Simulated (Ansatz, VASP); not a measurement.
**C: VASP beside Ansatz**

Contents of INCAR:

```
SYSTEM = C
PREC = Accurate ; ENCUT = 520
EDIFF = 1E-6 ; ISMEAR = 0
SIGMA = 0.1 ; LREAL = .False.
LASPH = .True. ; NELM = 80
ALGO = Normal ; ISIF = 2
LWAVE = .False. ; LCHARG = .False.
GGA = PE ; IVDW = 12
NBANDS = 11
```

Contents of KPOINTS:

```
Automatic mesh
0
Gamma
  24 24 14
  0 0 0
```

Contents of POSCAR:

```
C
1.0
    2.4647381471      0.0000000000      0.0000000000
   -1.2323690736      2.1345258491      0.0000000000
    0.0000000000      0.0000000000      3.5674263868
C
2
Direct
    0.3333333333      0.6666666667      0.0000000000
    0.6666666667      0.3333333333      0.0000000000
```

Input for Ansatz:

```yaml
crystal:
  lattice:
    - [2.4647381243, 0.0, 0.0]
    - [-1.2323690621, 2.1345258293, 0.0]
    - [0.0, 0.0, 3.567426155]
  atoms:
    - { symbol: C, position: [0.3333333333, 0.6666666667, 0.0] }
    - { symbol: C, position: [0.6666666667, 0.3333333333, 0.0] }
basis:
  ecutwfc: 420
kpoints:
  mp_grid: { grid: [24, 24, 14] }
hamiltonian:
  xc: pbe
  dispersion: d3bj
scf:
  occupations: { method: gaussian, width: 0.1 }
output:
  forces: true
  stress: true
  eigenvalues: true
```

Alike in both runs: task single point; functional PBE; dispersion D3(BJ); k mesh 24 × 24 × 14; occupations gaussian, width 0.1 eV; no spin polarisation.

|  | VASP | Ansatz |
| --- | --- | --- |
| version | VASP 6.6.1 | Ansatz 0.2.0 |
| potentials or method | VASP PAW PBE potentials, release 64 (C), cutoff 520 eV | scalar-relativistic, plane waves, PAW |
| valence electrons in the cell | 8 | 8 |

Ansatz gave:

| Quantity | Value |
| --- | --- |
| gap on the k mesh at the Fermi level (eV) | none |
| pressure (GPa) | 0.0 |
| traceless stress, the component that is largest in VASP (GPa) | 0.08 |

**Question.** Estimate VASP's values.

**Answer.** gap on the k mesh at the Fermi level (eV): none; pressure (GPa): 0.4; traceless stress, the component that is largest in VASP (GPa): -0.43.

A gap of «none» marks a metal or a gap that the smearing closes.
